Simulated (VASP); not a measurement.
# Bi2Te3 (Tellurobismuthite) (R-3m) in VASP: settings compared

The runs below take Bi2Te3 (Tellurobismuthite) through single point, with PBE, PBEsol, LDA.

Program: VASP 6.6.1. These are calculated values, not measurements. Logs are shortened: lines on timing, memory, paths and dates and some standing lists are left out, and cuts for length are marked.

**What was measured.**

“Vacancy and Antisite-Induced Ferromagnetism in Liquid-Phase Exfoliated Bi2Te3”, 2024, arxiv:2412.10539 quotes, for a bulk crystal of Bi2Te3: band gap 0.17 eV.

The runs below are set against these values where they give the same quantity.

### Step 1. The cell of the first run

It takes space group R-3m (No. 166, trigonal). Conventional cell: a = 4.386 Å, b = 4.386 Å, c = 30.497 Å, α = 90.00°, β = 90.00°, γ = 120.00°. Bi (site symmetry 3m) has 6 Te at 3.07 to 3.25 Å within 4.0 Å. Within 4.0 Å of Te (site symmetry 3m) lie 3 Bi at 3.07 Å and 3 Te at 3.64 Å. Within 4.3 Å of Te (site symmetry -3m) lie 6 Bi at 3.25 Å.

### Step 2. Single point, PBE

Contents of INCAR:

```
SYSTEM = Bi2Te3
PREC = Accurate
ENCUT = 520
EDIFF = 1E-7
ISMEAR = -1
SIGMA = 0.03
LREAL = .FALSE.
LASPH = .TRUE.
NELM = 100
ALGO = Normal
ISIF = 2
LWAVE = .FALSE.
LCHARG = .FALSE.
GGA = PE
NBANDS = 32
```

Contents of KPOINTS:

```
Automatic mesh
0
G
  4 4 4
  0 0 0
```

Contents of POSCAR:

```
Bi2Te3
1.0
    2.1930000000      1.2661291403     10.1656666667
   -2.1930000000      1.2661291403     10.1656666667
    0.0000000000     -2.5322582807     10.1656666667
Bi Te
2 3
Direct
    0.6000000000      0.6000000000      0.6000000000
    0.4000000000      0.4000000000      0.4000000000
    0.7905000000      0.7905000000      0.7905000000
    0.2095000000      0.2095000000      0.2095000000
    0.0000000000      0.0000000000      0.0000000000
```

Potentials or basis: VASP PAW PBE potentials, release 64 (Bi_d, Te).

Started as:

```
cat potpaw_PBE.64/Bi_d/POTCAR potpaw_PBE.64/Te/POTCAR > POTCAR
mpirun -np 1 vasp_std > vasp.out
```

OUTCAR:

```text
SYSTEM = Bi2Te3
   PREC = Accurate
   ENCUT = 520
   EDIFF = 1E-7
   ISMEAR = -1
   LREAL = .FALSE.
   LASPH = .TRUE.
   NELM = 100
   ISIF = 2
   GGA = PE

 ion  position               nearest neighbor table
   1  0.600  0.600  0.600-   4 3.07   4 3.07   4 3.07   5 3.25   5 3.25   5 3.25
   2  0.400  0.400  0.400-   3 3.07   3 3.07   3 3.07   5 3.25   5 3.25   5 3.25
   3  0.791  0.791  0.791-   2 3.07   2 3.07   2 3.07   4 3.64   4 3.64   4 3.64
   4  0.209  0.209  0.209-   1 3.07   1 3.07   1 3.07   3 3.64   3 3.64   3 3.64
   5  0.000  0.000  0.000-   1 3.25   2 3.25   1 3.25   1 3.25   2 3.25   2 3.25

  LATTYP: Found a trigonal (rhomboedric) cell.
 ALAT       =    10.4763118882
 COS(alpha) =     0.9123624111

  Lattice vectors:

 A1 = (   2.1930000000,   1.2661291403,  10.1656666667)
 A2 = (  -2.1930000000,   1.2661291403,  10.1656666667)
 A3 = (   0.0000000000,  -2.5322582807,  10.1656666667)

Analysis of symmetry for initial positions (statically):
=====================================================================
 Subroutine PRICEL returns:
 Original cell was already a primitive cell.

 Routine SETGRP: Setting up the symmetry group for a
 trigonal (rhombohedral) supercell.

 Subroutine GETGRP returns: Found 12 space group operations
 (whereof 12 operations were pure point group operations)
 out of a pool of 12 trial point group operations.

The static configuration has the point symmetry D_3d.

Analysis of symmetry for dynamics (positions and initial velocities):
=====================================================================
 Subroutine PRICEL returns:
 Original cell was already a primitive cell.

 Routine SETGRP: Setting up the symmetry group for a
 trigonal (rhombohedral) supercell.

 Subroutine GETGRP returns: Found 12 space group operations
 (whereof 12 operations were pure point group operations)
 out of a pool of 12 trial point group operations.

The dynamic configuration has the point symmetry D_3d.

 Subroutine INISYM returns: Found 12 space group operations
 (whereof 12 operations are pure point group operations),
 and found     1 'primitive' translations

----------------------------------------------------------------------------------------

                                     Primitive cell

  volume of cell :     169.3572

  direct lattice vectors                    reciprocal lattice vectors
     2.193000000  1.266129140 10.165666667     0.227998176  0.131634808  0.032790111
    -2.193000000  1.266129140 10.165666667    -0.227998176  0.131634808  0.032790111
     0.000000000 -2.532258281 10.165666667     0.000000000 -0.263269617  0.032790111

  length of vectors
    10.476311888 10.476311888 10.476311888     0.265303755  0.265303755  0.265303755

  position of ions in fractional coordinates (direct lattice)
     0.600000000  0.600000000  0.600000000
     0.400000000  0.400000000  0.400000000
     0.790500000  0.790500000  0.790500000
     0.209500000  0.209500000  0.209500000
     0.000000000  0.000000000  0.000000000

  ion indices of the primitive-cell ions
   primitive index   ion index
                 1           1
                 2           2
                 3           3
                 4           4
                 5           5

----------------------------------------------------------------------------------------

 KPOINTS: Automatic mesh

Automatic generation of k-mesh.
 Grid dimensions read from file:
 generate k-points for:    4    4    4

 Generating k-lattice:

  Cartesian coordinates                     Fractional coordinates (reciprocal lattice)
     0.056999544  0.032908702  0.008197528     0.250000000  0.000000000  0.000000000
    -0.056999544  0.032908702  0.008197528     0.000000000  0.250000000  0.000000000
     0.000000000 -0.065817404  0.008197528     0.000000000  0.000000000  0.250000000

  Length of vectors
     0.066325939  0.066325939  0.066325939

  Shift w.r.t. Gamma in fractional coordinates (k-lattice)
     0.000000000  0.000000000  0.000000000

 Subroutine IBZKPT returns following result:
 ===========================================

 Found     13 irreducible k-points:

 Following reciprocal coordinates:
            Coordinates               Weight
  0.000000  0.000000  0.000000      1.000000
  0.250000  0.000000  0.000000      6.000000
  0.500000  0.000000  0.000000      3.000000
  0.250000  0.250000  0.000000      6.000000
  0.500000  0.250000  0.000000     12.000000
 -0.250000  0.250000  0.000000      6.000000
  0.500000  0.500000  0.000000      3.000000
  0.250000  0.250000  0.250000      2.000000
  0.500000  0.250000  0.250000      6.000000
 -0.250000  0.250000  0.250000      6.000000
  0.500000  0.500000  0.250000      6.000000
 -0.250000  0.500000  0.250000      6.000000
  0.500000  0.500000  0.500000      1.000000
   k-points           NKPTS =     13   k-points in BZ     NKDIM =     13   number of bands    NBANDS=     32
   number of dos      NEDOS =    301   number of ions     NIONS =      5
   total plane-waves  NPLWV = 512000
   dimension x,y,z NGX =    80 NGY =   80 NGZ =   80
   dimension x,y,z NGXF=   160 NGYF=  160 NGZF=  160
   ions per type =               2   3
   NGX,Y,Z   is equivalent  to a cutoff of  12.69, 12.69, 12.69 a.u.
   NGXF,Y,Z  is equivalent  to a cutoff of  25.39, 25.39, 25.39 a.u.
 SYSTEM =  Bi2Te3
   PREC   = accura    normal or accurate (medium, high low for compatibility)
   ISTART =      0    job   : 0-new  1-cont  2-samecut
   ICHARG =      2    charge: 1-file 2-atom 10-const
   ISPIN  =      1    spin polarized calculation?
   LNONCOLLINEAR =      F non collinear calculations
   LSORBIT =      F    spin-orbit coupling
   LASPH  =      T    aspherical Exc in radial PAW
   ENCUT  =  520.0 eV  38.22 Ry    6.18 a.u.  19.48 19.48 19.48*2*pi/ulx,y,z
   NELM   =    100;   NELMIN=  2; NELMDL= -5     # of ELM steps
   EDIFF  = 0.1E-06   stopping-criterion for ELM
   LREAL  =      F    real-space projection
   EDIFFG = 0.1E-05   stopping-criterion for IOM
   NSW    =      0    number of steps for IOM
   IBRION =     -1    ionic relax: 0-MD 1-quasi-New 2-CG
   NFREE  =      0    steps in history (QN), initial steepest desc. (CG)
   ISIF   =      2    stress and relaxation
   ISYM   =      2    0-nonsym 1-usesym 2-fastsym
   POTIM  = 0.5000    time-step for ionic-motion
   TEBEG  =    0.0;   TEEND  =   0.0 temperature during run
   PSTRESS=    0.0 pullay stress
   NELECT =      48.0000    total number of electrons
   NUPDOWN=      -1.0000    fix difference up-down
   EMIN   =  10.00;   EMAX   =-10.00  energy-range for DOS
   EFERMI =   0.00;   METHOD = LEGACY
   ISMEAR =    -1;   SIGMA  =   0.03  broadening in eV -4-tet -1-fermi 0-gaus
   EFERMI_NEDOS =   21; number of points for ismear=-14 and -15
   IALGO  =     38    algorithm
   IMIX   =      4    mixing-type and parameters
     AMIX     =   0.40;   BMIX     =  1.00
     AMIX_MAG =   1.60;   BMIX_MAG =  1.00
  volume/ion in A,a.u.               =      33.87       228.58
  Fermi-wavevector in a.u.,A,eV,Ry     =   1.075360  2.032136 15.733774  1.156400
  Thomas-Fermi vector in A             =   2.211215
   LORBIT       =      0    0 simple, 1 ext, 2 COOP (PROOUT), +10 PAW based schemes
   GGA     = PE    functional components
   LHFCALC =     F    Hartree Fock is set to
   AEXX    =    0.0000 exact exchange contribution
   IVDW    =     0    specifies the selected vdW correction
   LEPSILON=     F    determine dielectric tensor
   LRPA    =     F    only Hartree local field effects (RPA)
 non-spin polarized calculation
  energy-cutoff  :      520.00
  volume of cell :      169.36
 maximum number of plane-waves:      4576
 NGX is ok and might be reduce to    80
   NGX = 39   NGY = 39   NGZ = 39

 number of electron      48.0000004 magnetization

 Free energy of the ion-electron system (eV)
  ---------------------------------------------------
  ext. energy  EPLUGINS =         0.00000000
  ---------------------------------------------------
  free energy    TOTEN  =       -18.33768136 eV

  energy without entropy =      -18.33759051  energy(sigma->0) =      -18.33763594

 E-fermi :   6.3636     XC(G=0):  -9.3297

 val. band max:        6.2203892698   @ k =   0.0000   0.0000   0.0000
 cond. band min:       6.5068526152   @ k =   0.0000   0.0000   0.0000
 fundamental gap:      0.2864633454
 Fermi energy:         6.3636276781

 k-point     1 :       0.0000    0.0000    0.0000
  band No.  band energies     occupation
      1     -16.9986      2.00000
      2     -16.9986      2.00000
      3     -16.9973      2.00000
      4     -16.9973      2.00000
      5     -16.9868      2.00000
      6     -16.9854      2.00000
[... 24 lines left out ...]
     31      11.0338      0.00000
     32      11.5552      0.00000

 k-point     2 :       0.2500    0.0000    0.0000
  band No.  band energies     occupation
      1     -17.0026      2.00000
      2     -17.0007      2.00000
      3     -16.9932      2.00000
      4     -16.9918      2.00000
      5     -16.9879      2.00000
      6     -16.9859      2.00000
[... 24 lines left out ...]
     31      10.0895      0.00000
     32      11.6263      0.00000

 k-point     3 :       0.5000    0.0000    0.0000
  band No.  band energies     occupation
      1     -17.0077      2.00000
      2     -17.0051      2.00000
      3     -16.9910      2.00000
      4     -16.9907      2.00000
      5     -16.9885      2.00000
      6     -16.9885      2.00000
[... 24 lines left out ...]
     31       9.8195      0.00000
     32      11.0113      0.00000

 k-point     4 :       0.2500    0.2500    0.0000
  band No.  band energies     occupation
      1     -17.0026      2.00000
      2     -17.0007      2.00000
      3     -16.9932      2.00000
      4     -16.9918      2.00000
      5     -16.9879      2.00000
      6     -16.9860      2.00000
[... 269 lines left out ...]
     31      10.2416      0.00000
     32      11.1291      0.00000

 k-point    12 :      -0.2500    0.5000    0.2500
  band No.  band energies     occupation
      1     -17.0024      2.00000
      2     -17.0012      2.00000
      3     -16.9943      2.00000
      4     -16.9922      2.00000
      5     -16.9868      2.00000
      6     -16.9868      2.00000
[... 24 lines left out ...]
     31      10.9789      0.00000
     32      11.1611      0.00000

 k-point    13 :       0.5000    0.5000    0.5000
  band No.  band energies     occupation
      1     -16.9986      2.00000
      2     -16.9986      2.00000
      3     -16.9973      2.00000
      4     -16.9973      2.00000
      5     -16.9867      2.00000
      6     -16.9855      2.00000
[... 24 lines left out ...]
     31      10.8797      0.00000
     32      11.7587      0.00000

------------------------ aborting loop because EDIFF is reached ----------------------------------------

  FORCE on cell =-STRESS in cart. coord.  units (eV):
  Direction    XX          YY          ZZ          XY          YZ          ZX
  --------------------------------------------------------------------------------------
  -------------------------------------------------------------------------------------
  Total        2.0523974      2.0523974      1.7394513      0.0000000     -0.0000000      0.0000000
  in kB       19.4163812     19.4163812     16.4558040      0.0000000     -0.0000000      0.0000000
  external PRESSURE =      18.4295221 kB  Pullay stress =       0.0000000 kB

 VOLUME and BASIS-vectors are now :
 -----------------------------------------------------------------------------
  energy-cutoff  :      520.00
  volume of cell :      169.36
      direct lattice vectors                 reciprocal lattice vectors
     2.193000000  1.266129140 10.165666667     0.227998176  0.131634808  0.032790111
    -2.193000000  1.266129140 10.165666667    -0.227998176  0.131634808  0.032790111
     0.000000000 -2.532258281 10.165666667     0.000000000 -0.263269617  0.032790111

 POSITION                                       TOTAL-FORCE (eV/Angst)
 -----------------------------------------------------------------------------------
      0.00000     -0.00000     18.29820         0.000000      0.000000     -0.001021
      0.00000     -0.00000     12.19880         0.000000     -0.000000      0.001021
      0.00000     -0.00000     24.10788         0.000000      0.000000     -0.050312
      0.00000     -0.00000      6.38912         0.000000     -0.000000      0.050312
      0.00000      0.00000      0.00000         0.000000     -0.000000     -0.000000
 -----------------------------------------------------------------------------------
    total drift:                               -0.000000     -0.000000     -0.000000

  FREE ENERGIE OF THE ION-ELECTRON SYSTEM (eV)
  ---------------------------------------------------
  free  energy   TOTEN  =       -18.3376813647 eV

  energy  without entropy=      -18.3375905127  energy(sigma->0) =      -18.33763594
```

Run time: 4.1 min. Hardware: 1 thread of Intel Xeon 6975P-C (Granite Rapids), shared host; peak memory 0.89 GiB.

Results:

```yaml
Free_energy: -18.3377 eV
Pressure: 1.8 GPa
Largest_force: 0.050 eV/Å
Band_gap_on_the_k_mesh: 0.29 eV, direct
```

Forces on the atoms (eV/Å):
```
Bi   0.000  0.000 -0.001
Bi   0.000  0.000  0.001
Te   0.000  0.000 -0.050
Te   0.000  0.000  0.050
Te   0.000  0.000  0.000
```

Stress tensor (GPa, compression positive):
```
1.94 0.00 0.00
0.00 1.94 0.00
0.00 0.00 1.65
```

Levels at points of the mesh, in eV from the valence-band top:
| k point | band 20 | band 21 | band 22 | band 23 | band 24 | band 25 | band 26 | band 27 | band 28 | band 29 |
| --- | --- | --- | --- | --- | --- | --- | --- | --- | --- | --- |
| (0.00, 0.00, 0.00) | -1.71 | -1.71 | -0.87 | -0.87 | 0.00 | 0.29 | 0.65 | 0.65 | 1.96 | 2.10 |
| (0.50, 0.00, 0.00) | -3.15 | -2.92 | -2.42 | -0.92 | -0.51 | 0.57 | 1.06 | 2.74 | 2.77 | 3.32 |
| (0.50, 0.50, 0.00) | -2.36 | -2.00 | -1.82 | -1.55 | -0.96 | 0.85 | 1.51 | 2.05 | 2.65 | 2.72 |
| (0.50, 0.50, 0.50) | -1.42 | -1.42 | -1.16 | -1.16 | -0.43 | 0.83 | 1.13 | 1.13 | 1.64 | 1.64 |

Caveat: spin-orbit coupling is left out, which moves the levels of the heavy elements.

### Step 3. Single point, PBEsol

Contents of INCAR:

```
SYSTEM = Bi2Te3
ALGO = Normal ; EDIFF = 1E-6
ENCUT = 520 ; GGA = PS
ISIF = 2 ; ISMEAR = -1
LASPH = .TRUE. ; LCHARG = .FALSE.
LREAL = .FALSE. ; LWAVE = .FALSE.
NBANDS = 32 ; NELM = 80
PREC = Accurate ; SIGMA = 0.03
```

Contents of KPOINTS:

```
k-points
0
G
  4 4 4
  0 0 0
```

POSCAR is that of step 2.

Potentials or basis: VASP PAW PBE potentials, release 64 (Bi_d, Te).

Started as:

```
cat potpaw_PBE.64/Bi_d/POTCAR potpaw_PBE.64/Te/POTCAR > POTCAR
mpirun -np 1 vasp_std > vasp.out
```

OUTCAR:

```text
SYSTEM = Bi2Te3
   EDIFF = 1E-6
   ENCUT = 520
   GGA = PS
   ISIF = 2
   ISMEAR = -1
   LASPH = .TRUE.
   LREAL = .FALSE.
   NELM = 80
   PREC = Accurate

 ion  position               nearest neighbor table
   1  0.600  0.600  0.600-   4 3.07   4 3.07   4 3.07   5 3.25   5 3.25   5 3.25
   2  0.400  0.400  0.400-   3 3.07   3 3.07   3 3.07   5 3.25   5 3.25   5 3.25
   3  0.791  0.791  0.791-   2 3.07   2 3.07   2 3.07   4 3.64   4 3.64   4 3.64
   4  0.209  0.209  0.209-   1 3.07   1 3.07   1 3.07   3 3.64   3 3.64   3 3.64
[... 647 lines left out ...]
  -------------------------------------------------------------------------------------
  Total       -0.5290944     -0.5290944     -0.9639641      0.0000000      0.0000000      0.0000000
  in kB       -5.0054137     -5.0054137     -9.1194298      0.0000000      0.0000000      0.0000000
  external PRESSURE =      -6.3767524 kB  Pullay stress =       0.0000000 kB

 VOLUME and BASIS-vectors are now :
 -----------------------------------------------------------------------------
  energy-cutoff  :      520.00
  volume of cell :      169.36
      direct lattice vectors                 reciprocal lattice vectors
     2.193000000  1.266129140 10.165666667     0.227998176  0.131634808  0.032790111
    -2.193000000  1.266129140 10.165666667    -0.227998176  0.131634808  0.032790111
     0.000000000 -2.532258281 10.165666667     0.000000000 -0.263269617  0.032790111

 POSITION                                       TOTAL-FORCE (eV/Angst)
 -----------------------------------------------------------------------------------
      0.00000     -0.00000     18.29820         0.000000      0.000000     -0.008565
      0.00000     -0.00000     12.19880         0.000000     -0.000000      0.008565
      0.00000     -0.00000     24.10788         0.000000      0.000000     -0.116703
      0.00000     -0.00000      6.38912         0.000000     -0.000000      0.116703
      0.00000      0.00000      0.00000         0.000000      0.000000     -0.000000
 -----------------------------------------------------------------------------------
    total drift:                               -0.000000     -0.000000     -0.000000

  FREE ENERGIE OF THE ION-ELECTRON SYSTEM (eV)
  ---------------------------------------------------
  free  energy   TOTEN  =       -20.2951903129 eV

  energy  without entropy=      -20.2950082493  energy(sigma->0) =      -20.29509928
```

It took 4.4 min on 1 thread of Intel Xeon Platinum 8488C (Sapphire Rapids), shared host; peak memory 0.86 GiB.

Results:

| Item | Value |
| --- | --- |
| Free energy | -20.2952 eV |
| Pressure | -0.6 GPa |
| Largest force | 0.117 eV/Å |
| Band gap on the k mesh | 0.23 eV, direct |

Forces in eV/Å, atoms in the order of the input:
```
Bi   0.000  0.000 -0.009
Bi   0.000  0.000  0.009
Te   0.000  0.000 -0.117
Te   0.000  0.000  0.117
Te   0.000  0.000  0.000
```

Levels at points of the mesh, in eV from the valence-band top:
| k point | band 20 | band 21 | band 22 | band 23 | band 24 | band 25 | band 26 | band 27 | band 28 | band 29 |
| --- | --- | --- | --- | --- | --- | --- | --- | --- | --- | --- |
| (0.00, 0.00, 0.00) | -1.70 | -1.70 | -0.85 | -0.85 | 0.00 | 0.23 | 0.64 | 0.64 | 1.94 | 2.10 |
| (0.50, 0.00, 0.00) | -3.15 | -2.91 | -2.43 | -0.90 | -0.51 | 0.53 | 1.04 | 2.73 | 2.74 | 3.26 |
| (0.50, 0.50, 0.00) | -2.36 | -2.01 | -1.83 | -1.54 | -0.95 | 0.82 | 1.48 | 2.05 | 2.63 | 2.72 |
| (0.50, 0.50, 0.50) | -1.41 | -1.41 | -1.14 | -1.14 | -0.45 | 0.81 | 1.13 | 1.13 | 1.63 | 1.63 |

Caveat: the PAW data sets were made with another functional, which shifts forces and pressure a little; spin-orbit coupling is left out, which moves the levels of the heavy elements.

(Continued in part 2 of 2.)
